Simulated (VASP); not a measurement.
# BAs (I-4m2) in VASP: further runs, part 2 of 2

VASP 6.6.1. Earlier steps stand in the parts before.

**3. Single point, r2SCAN, non-collinear spin, zero start, spin-orbit coupling (uniaxial z strain +2.0%)**

File POSCAR:

```
BAs
1.0
    0.0000000000      2.3918676041      2.4397049562
    2.3918676041      0.0000000000      2.4397049562
    2.3918676041      2.3918676041      0.0000000000
B As
1 1
Direct
    0.0000000000      0.0000000000      0.0000000000
    0.2500000000      0.2500000000      0.2500000000
```

File INCAR.step1:

```
SYSTEM = BAs
ALGO = Normal ; EDIFF = 1E-4
ENCUT = 520 ; GGA = PE
GGA_COMPAT = .False. ; ISMEAR = -1
LASPH = .True. ; LCHARG = .False.
LREAL = .False. ; LSORBIT = .True.
LWAVE = .True. ; MAGMOM = 0 0 0 0 0 0
NBANDS = 20 ; NELM = 150
PREC = Accurate ; SIGMA = 0.02
```

File INCAR.step2:

```
SYSTEM = BAs
ALGO = Normal ; EDIFF = 1E-7
ENCUT = 520 ; GGA_COMPAT = .False.
ISIF = 2 ; ISMEAR = -1
ISTART = 1 ; LASPH = .True.
LCHARG = .False. ; LMIXTAU = .True.
LORBIT = 11 ; LORBMOM = .True.
LREAL = .False. ; LSORBIT = .True.
LWAVE = .False. ; MAGMOM = 0 0 0 0 0 0
METAGGA = R2SCAN ; NBANDS = 20
NELM = 150 ; PREC = Accurate
SIGMA = 0.02
```

File KPOINTS:

```
k-points
0
Gamma
  10 10 10
  0 0 0
```

Potentials or basis: VASP PAW PBE potentials, release 64 (B, As).

Command:

```
cat potpaw_PBE.64/B/POTCAR potpaw_PBE.64/As/POTCAR > POTCAR
cp INCAR.step1 INCAR
mpirun -np 1 vasp_ncl > vasp.out
cp INCAR.step2 INCAR
mpirun -np 1 vasp_ncl > vasp.out
```

OUTCAR:

```text
SYSTEM = BAs
   EDIFF = 1E-7
   ENCUT = 520
   ISIF = 2
   ISMEAR = -1
   ISTART = 1
   LASPH = .True.
   LORBIT = 11
   LREAL = .False.
   LSORBIT = .True.
   METAGGA = R2SCAN
   NELM = 150
   PREC = Accurate

 ion  position               nearest neighbor table
   1  0.000  0.000  0.000-   2 2.09   2 2.09   2 2.09   2 2.09
   2  0.250  0.250  0.250-   1 2.09   1 2.09   1 2.09   1 2.09

  LATTYP: Found a body centered tetragonal cell.
 ALAT       =     3.3826116051
 C/A-ratio  =     1.4424978336

  Lattice vectors:

 A1 = (  -2.3918676041,   0.0000000000,   2.4397049562)
 A2 = (   2.3918676041,   0.0000000000,   2.4397049562)
 A3 = (   0.0000000000,   2.3918676041,  -2.4397049562)

Analysis of symmetry for initial positions (statically):
=====================================================================
 Subroutine PRICEL returns:
 Original cell was already a primitive cell.

 Routine SETGRP: Setting up the symmetry group for a
 body centered tetragonal supercell.

 Subroutine GETGRP returns: Found  8 space group operations
 (whereof  8 operations were pure point group operations)
 out of a pool of 16 trial point group operations.

The static configuration has the point symmetry D_2d.

Analysis of symmetry for dynamics (positions and initial velocities):
=====================================================================
 Subroutine PRICEL returns:
 Original cell was already a primitive cell.

 Routine SETGRP: Setting up the symmetry group for a
 body centered tetragonal supercell.

 Subroutine GETGRP returns: Found  8 space group operations
 (whereof  8 operations were pure point group operations)
 out of a pool of 16 trial point group operations.

The dynamic configuration has the point symmetry D_2d.

Analysis of structural, dynamic, and magnetic symmetry:
=====================================================================
 Subroutine PRICEL returns:
 Original cell was already a primitive cell.

 Routine SETGRP: Setting up the symmetry group for a
 body centered tetragonal supercell.

 Subroutine GETGRP returns: Found  8 space group operations
 (whereof  8 operations were pure point group operations)
 out of a pool of 16 trial point group operations.

The overall configuration has the point symmetry D_2d.

 Subroutine INISYM returns: Found  8 space group operations
 (whereof  8 operations are pure point group operations),
 and found     1 'primitive' translations

----------------------------------------------------------------------------------------

                                     Primitive cell

  volume of cell :      27.9153

  direct lattice vectors                    reciprocal lattice vectors
     0.000000000  2.391867604  2.439704956    -0.209041671  0.209041671  0.204942814
     2.391867604  0.000000000  2.439704956     0.209041671 -0.209041671  0.204942814
     2.391867604  2.391867604  0.000000000     0.209041671  0.209041671 -0.204942814

  length of vectors
     3.416605173  3.416605173  3.382611605     0.359719887  0.359719887  0.359719887

  position of ions in fractional coordinates (direct lattice)
[... 685 lines left out ...]
     20      18.1422      0.00000

 [... further k-points ...]
[... 5 lines left out ...]
  --------------------------------------------------------------------------------------
  -------------------------------------------------------------------------------------
  Total       -0.1719812     -0.1719812     -0.9466099      0.0000000      0.0000000     -0.0000000
  in kB       -9.8707442     -9.8707442    -54.3300453      0.0000000      0.0000000     -0.0000000
  external PRESSURE =     -24.6905113 kB  Pullay stress =       0.0000000 kB

 VOLUME and BASIS-vectors are now :
 -----------------------------------------------------------------------------
  energy-cutoff  :      520.00
  volume of cell :       27.92
      direct lattice vectors                 reciprocal lattice vectors
     0.000000000  2.391867604  2.439704956    -0.209041671  0.209041671  0.204942814
     2.391867604  0.000000000  2.439704956     0.209041671 -0.209041671  0.204942814
     2.391867604  2.391867604  0.000000000     0.209041671  0.209041671 -0.204942814

 POSITION                                       TOTAL-FORCE (eV/Angst)
 -----------------------------------------------------------------------------------
      0.00000      0.00000      0.00000         0.000000      0.000000      0.000000
      1.19593      1.19593      1.21985        -0.000000     -0.000000     -0.000000
 -----------------------------------------------------------------------------------
    total drift:                               -0.000000     -0.000000     -0.000000

  FREE ENERGIE OF THE ION-ELECTRON SYSTEM (eV)
  ---------------------------------------------------
  free  energy   TOTEN  =       -22.2575072619 eV

  energy  without entropy=      -22.2575072619  energy(sigma->0) =      -22.25750726

 orbital moment (x)

 # of ion     p       d       tot
 ----------------------------------------
  1        -0.000   0.000  -0.000
  2        -0.000  -0.000  -0.000
 ----------------------------------------
           -0.000  -0.000  -0.000

 orbital moment (y)

 # of ion     p       d       tot
 ----------------------------------------
  1        -0.000   0.000  -0.000
  2         0.000   0.000   0.000
 ----------------------------------------
           -0.000   0.000  -0.000

 orbital moment (z)

 # of ion     p       d       tot
 ----------------------------------------
  1         0.000   0.000   0.000
  2         0.000   0.000   0.000
 ----------------------------------------
            0.000   0.000   0.000

 Spin-Orbit-Coupling matrix elements

 Ion:    1  E_soc:     -0.0000091
 l=   1
     0.0000000    -0.0000015    -0.0000016
    -0.0000015     0.0000000    -0.0000015
    -0.0000016    -0.0000015     0.0000000
 l=   2
     0.0000000     0.0000000     0.0000000     0.0000000     0.0000000
     0.0000000     0.0000000     0.0000000     0.0000000     0.0000000
     0.0000000     0.0000000     0.0000000     0.0000000     0.0000000
     0.0000000     0.0000000     0.0000000     0.0000000     0.0000000
     0.0000000     0.0000000     0.0000000     0.0000000     0.0000000
 l=   3
     0.0000000     0.0000000     0.0000000     0.0000000     0.0000000     0.0000000     0.0000000
     0.0000000     0.0000000     0.0000000     0.0000000     0.0000000     0.0000000     0.0000000
     0.0000000     0.0000000     0.0000000     0.0000000     0.0000000     0.0000000     0.0000000
     0.0000000     0.0000000     0.0000000     0.0000000     0.0000000     0.0000000     0.0000000
     0.0000000     0.0000000     0.0000000     0.0000000     0.0000000     0.0000000     0.0000000
     0.0000000     0.0000000     0.0000000     0.0000000     0.0000000     0.0000000     0.0000000
     0.0000000     0.0000000     0.0000000     0.0000000     0.0000000     0.0000000     0.0000000

 Ion:    2  E_soc:     -0.0204415
 l=   1
     0.0000000    -0.0033751    -0.0033956
    -0.0033751     0.0000000    -0.0033751
    -0.0033956    -0.0033751     0.0000000
 l=   2
     0.0000000    -0.0000126     0.0000000    -0.0000126    -0.0000121
    -0.0000126     0.0000000    -0.0000093    -0.0000131    -0.0000030
     0.0000000    -0.0000093     0.0000000    -0.0000093     0.0000000
    -0.0000126    -0.0000131    -0.0000093     0.0000000    -0.0000030
    -0.0000121    -0.0000030     0.0000000    -0.0000030     0.0000000
 l=   3
     0.0000000     0.0000000     0.0000000     0.0000000     0.0000000     0.0000000     0.0000000
     0.0000000     0.0000000     0.0000000     0.0000000     0.0000000     0.0000000     0.0000000
     0.0000000     0.0000000     0.0000000     0.0000000     0.0000000     0.0000000     0.0000000
     0.0000000     0.0000000     0.0000000     0.0000000     0.0000000     0.0000000     0.0000000
     0.0000000     0.0000000     0.0000000     0.0000000     0.0000000     0.0000000     0.0000000
     0.0000000     0.0000000     0.0000000     0.0000000     0.0000000     0.0000000     0.0000000
     0.0000000     0.0000000     0.0000000     0.0000000     0.0000000     0.0000000     0.0000000

 total charge

# of ion       s       p       d       tot
------------------------------------------
    1        0.665   1.139   0.000   1.804
    2        1.172   1.677   0.088   2.937
--------------------------------------------------
tot          1.838   2.816   0.088   4.741

 magnetization (x)

# of ion       s       p       d       tot
------------------------------------------
    1        0.000   0.000   0.000   0.000
    2        0.000  -0.000   0.000  -0.000
--------------------------------------------------
tot          0.000  -0.000   0.000   0.000

 magnetization (y)

# of ion       s       p       d       tot
------------------------------------------
    1       -0.000   0.000   0.000  -0.000
    2        0.000   0.000   0.000   0.000
--------------------------------------------------
tot         -0.000   0.000   0.000  -0.000

 magnetization (z)

# of ion       s       p       d       tot
------------------------------------------
    1       -0.000   0.000   0.000  -0.000
    2        0.000   0.000   0.000   0.000
--------------------------------------------------
tot         -0.000   0.000   0.000  -0.000
```

Wall time 62 min (1 thread of Intel Xeon 8259CL, shared host); peak memory 0.34 GiB.

What came out:

* Free energy: -22.2575 eV
* Pressure: -2.5 GPa
* Net moment: 0.00 μB per cell
* Valence electrons inside the program's atomic spheres: B 1.80; As 2.94

Stress tensor (GPa, compression positive):
```
-0.99  0.00  0.00
 0.00 -0.99  0.00
 0.00  0.00 -5.43
```

Moments on the atoms (μB; x, y, z):
```
B   0.00 0.00 0.00
As  0.00 0.00 0.00
```

Caveat: the cell differs from its parent crystal (uniaxial z strain +2.0%); the PAW data sets were made with another functional, which shifts forces and pressure a little.

**4. Single point, HSE06 (uniaxial z strain +1.0%)**

File POSCAR:

```
BAs
1.0
    0.0000000000      2.3918676041      2.4157862801
    2.3918676041      0.0000000000      2.4157862801
    2.3918676041      2.3918676041      0.0000000000
B As
1 1
Direct
    0.0000000000      0.0000000000      0.0000000000
    0.2500000000      0.2500000000      0.2500000000
```

File INCAR.step1:

```
ALGO = Normal
EDIFF = 1E-5
ENCUT = 520
GGA = PE
ISIF = 2
ISMEAR = 0
LASPH = T
LCHARG = F
LREAL = F
LWAVE = T
NBANDS = 11
NELM = 100
PREC = Accurate
SIGMA = 0.01
```

File INCAR.step2:

```
ALGO = Normal
EDIFF = 1E-6
ENCUT = 520
GGA = PE
HFSCREEN = 0.2079
ISIF = 2
ISMEAR = 0
ISTART = 1
LASPH = T
LCHARG = F
LHFCALC = T
LREAL = F
LWAVE = F
NBANDS = 11
NELM = 100
PREC = Accurate
PRECFOCK = Normal
SIGMA = 0.01
```

File KPOINTS:

```
k-points
0
Gamma
  6 6 6
```

Potentials or basis: VASP PAW PBE potentials, release 64 (B, As).

Command:

```
cat potpaw_PBE.64/B/POTCAR potpaw_PBE.64/As/POTCAR > POTCAR
cp INCAR.step1 INCAR
mpirun -np 1 vasp_std > vasp.out
cp INCAR.step2 INCAR
mpirun -np 1 vasp_std > vasp.out
```

OUTCAR:

```text
EDIFF = 1E-6
   ENCUT = 520
   GGA = PE
   HFSCREEN = 0.2079
   ISIF = 2
   ISMEAR = 0
   ISTART = 1
   LASPH = T
   LHFCALC = T
   LREAL = F
   NELM = 100
   PREC = Accurate
   PRECFOCK = Normal

 ion  position               nearest neighbor table
   1  0.000  0.000  0.000-   2 2.08   2 2.08   2 2.08   2 2.08
   2  0.250  0.250  0.250-   1 2.08   1 2.08   1 2.08   1 2.08

  LATTYP: Found a body centered tetragonal cell.
 ALAT       =     3.3826116051
[... 525 lines left out ...]
      4       1.5860      2.00000
      5       8.0685      0.00000
      6      10.2230      0.00000
      7      16.0992      0.00000
      8      16.3986      0.00000
      9      19.2396      0.00000
     10      22.2976      0.00000
     11      23.2297      0.00000

 [... further k-points ...]
[... 5 lines left out ...]
  --------------------------------------------------------------------------------------
  -------------------------------------------------------------------------------------
  Total       -0.3142963     -0.3142963     -0.6985967      0.0000000     -0.0000000      0.0000000
  in kB      -18.2174269    -18.2174269    -40.4924755      0.0000000     -0.0000000      0.0000000
  external PRESSURE =     -25.6424431 kB  Pullay stress =       0.0000000 kB

 VOLUME and BASIS-vectors are now :
 -----------------------------------------------------------------------------
  energy-cutoff  :      520.00
  volume of cell :       27.64
      direct lattice vectors                 reciprocal lattice vectors
     0.000000000  2.391867604  2.415786280    -0.209041671  0.209041671  0.206971951
     2.391867604  0.000000000  2.415786280     0.209041671 -0.209041671  0.206971951
     2.391867604  2.391867604  0.000000000     0.209041671  0.209041671 -0.206971951

 POSITION                                       TOTAL-FORCE (eV/Angst)
 -----------------------------------------------------------------------------------
      0.00000      0.00000      0.00000        -0.000000     -0.000000     -0.000000
      1.19593      1.19593      1.20789         0.000000      0.000000      0.000000
 -----------------------------------------------------------------------------------
    total drift:                               -0.000000     -0.000000     -0.000000

  FREE ENERGIE OF THE ION-ELECTRON SYSTEM (eV)
  ---------------------------------------------------
  free  energy   TOTEN  =       -13.2376026627 eV

  energy  without entropy=      -13.2376026627  energy(sigma->0) =      -13.23760266
```

OSZICAR.step1:

```text
N       E                     dE             d eps       ncg     rms          rms(c)
DAV:   1     0.120241223674E+02    0.12024E+02   -0.35701E+03   660   0.628E+02
DAV:   2    -0.113257118746E+02   -0.23350E+02   -0.22244E+02   883   0.106E+02
DAV:   3    -0.120078176559E+02   -0.68211E+00   -0.68117E+00   821   0.165E+01
DAV:   4    -0.120094989219E+02   -0.16813E-02   -0.16812E-02   722   0.973E-01
DAV:   5    -0.120095016015E+02   -0.26797E-05   -0.26797E-05   803   0.405E-02    0.484E+00
DAV:   6    -0.114554503005E+02    0.55405E+00   -0.15526E+00   702   0.502E+00    0.235E+00
DAV:   7    -0.113986757667E+02    0.56775E-01   -0.18261E-01   768   0.210E+00    0.976E-01
DAV:   8    -0.113920215000E+02    0.66543E-02   -0.20247E-02   738   0.808E-01    0.976E-02
DAV:   9    -0.113923382928E+02   -0.31679E-03   -0.78841E-04   765   0.160E-01    0.574E-02
DAV:  10    -0.113924997314E+02   -0.16144E-03   -0.19773E-04   692   0.859E-02    0.119E-02
DAV:  11    -0.113925055807E+02   -0.58493E-05   -0.53274E-06   748   0.155E-02
   1 F= -.11392506E+02 E0= -.11392506E+02  d E =-.395198E-73
```

It took 33 min on 1 thread of Intel Xeon 8259CL, shared host; peak memory 0.25 GiB.

What came out:

```
Free energy            : -13.2376 eV
Pressure               : -2.6 GPa
Band gap on the k mesh : 1.88 eV (least direct gap 4.04 eV)
```

Caveat: the cell differs from its parent crystal (uniaxial z strain +1.0%); the PAW data sets were made with another functional, which shifts forces and pressure a little.

**5. Single point, r2SCAN, non-collinear spin, zero start, spin-orbit coupling (uniaxial z strain +3.0%)**

File POSCAR:

```
BAs
1.0
    0.0000000000      2.3918676041      2.4636236322
    2.3918676041      0.0000000000      2.4636236322
    2.3918676041      2.3918676041      0.0000000000
B As
1 1
Direct
    0.0000000000      0.0000000000      0.0000000000
    0.2500000000      0.2500000000      0.2500000000
```

File INCAR.step1:

```
SYSTEM = BAs
ALGO = Normal ; EDIFF = 1E-4
ENCUT = 520 ; GGA = PE
GGA_COMPAT = .FALSE. ; ISMEAR = -1
LASPH = .TRUE. ; LCHARG = .FALSE.
LREAL = .FALSE. ; LSORBIT = .TRUE.
LWAVE = .TRUE. ; MAGMOM = 0 0 0 0 0 0
NBANDS = 20 ; NELM = 150
PREC = Accurate ; SIGMA = 0.02
```

File INCAR.step2:

```
SYSTEM = BAs
ALGO = Normal ; EDIFF = 1E-6
ENCUT = 520 ; GGA_COMPAT = .FALSE.
ISIF = 2 ; ISMEAR = -1
ISTART = 1 ; LASPH = .TRUE.
LCHARG = .FALSE. ; LMIXTAU = .TRUE.
LORBIT = 11 ; LORBMOM = .TRUE.
LREAL = .FALSE. ; LSORBIT = .TRUE.
LWAVE = .FALSE. ; MAGMOM = 0 0 0 0 0 0
METAGGA = R2SCAN ; NBANDS = 20
NELM = 150 ; PREC = Accurate
SIGMA = 0.02
```

File KPOINTS:

```
k-points
0
G
  10 10 10
  0 0 0
```

Command:

```
cat potpaw_PBE.64/B/POTCAR potpaw_PBE.64/As/POTCAR > POTCAR
cp INCAR.step1 INCAR
mpirun -np 1 vasp_ncl > vasp.out
cp INCAR.step2 INCAR
mpirun -np 1 vasp_ncl > vasp.out
```

It took 27 min on 1 thread of Intel Xeon Platinum 8259CL at 2.50GHz (Skylake/Cascade Lake), shared host; peak memory 0.36 GiB.

Results (log left out):

- Free energy: -22.2459 eV
- Pressure: -3.7 GPa
- Net moment: 0.00 μB per cell
- Valence electrons inside the program's atomic spheres: B 1.79; As 2.93

Stress tensor (GPa, compression positive):
```
-1.51  0.00  0.00
 0.00 -1.51  0.00
 0.00  0.00 -8.17
```

Moments on the atoms (μB; x, y, z):
```
B   0.00 0.00 0.00
As  0.00 0.00 0.00
```

Caveat: the cell differs from its parent crystal (uniaxial z strain +3.0%); the stress differs along the axes, from -8 to -2 GPa; the PAW data sets were made with another functional, which shifts forces and pressure a little.

**6. The runs side by side**

```tsv
level	spin	cell	k mesh	smearing	grid for exact exchange (PRECFOCK)	share of exact exchange	screening parameter	gap on the mesh (eV)	pressure (GPa)	moment (μB)
HSE06	off	a = 3.366, b = 3.366, c = 3.383 Å, angles 59.8, 59.8, 60.3°, 2 atoms	6 × 6 × 6	gaussian 0.01 eV	Normal	0.25	0.2079 1/Å	1.78	0.3	-
r2SCAN	non-collinear, zero start, SOC	a = 3.417, b = 3.417, c = 3.383 Å, angles 60.3, 60.3, 59.3°, 2 atoms	10 × 10 × 10	fermi-dirac 0.02 eV	-	-	-	-	-2.5	0.00
HSE06	off	a = 3.400, b = 3.400, c = 3.383 Å, angles 60.2, 60.2, 59.7°, 2 atoms	6 × 6 × 6	gaussian 0.01 eV	Normal	0.25	0.2079 1/Å	1.88	-2.6	-
r2SCAN	non-collinear, zero start, SOC	a = 3.434, b = 3.434, c = 3.383 Å, angles 60.5, 60.5, 59.0°, 2 atoms	10 × 10 × 10	fermi-dirac 0.02 eV	-	-	-	-	-3.7	0.00
```

Alike in all rows: task single point; potentials or basis VASP PAW PBE potentials, release 64 (B, As); cutoff (eV) 520.

Caveats: the PAW data sets were made with another functional, which shifts forces and pressure a little; the stress differs along the axes, from -8 to -2 GPa (at least some runs).

Total energies depend on the potentials used, so only differences within one code and one set of settings carry meaning.
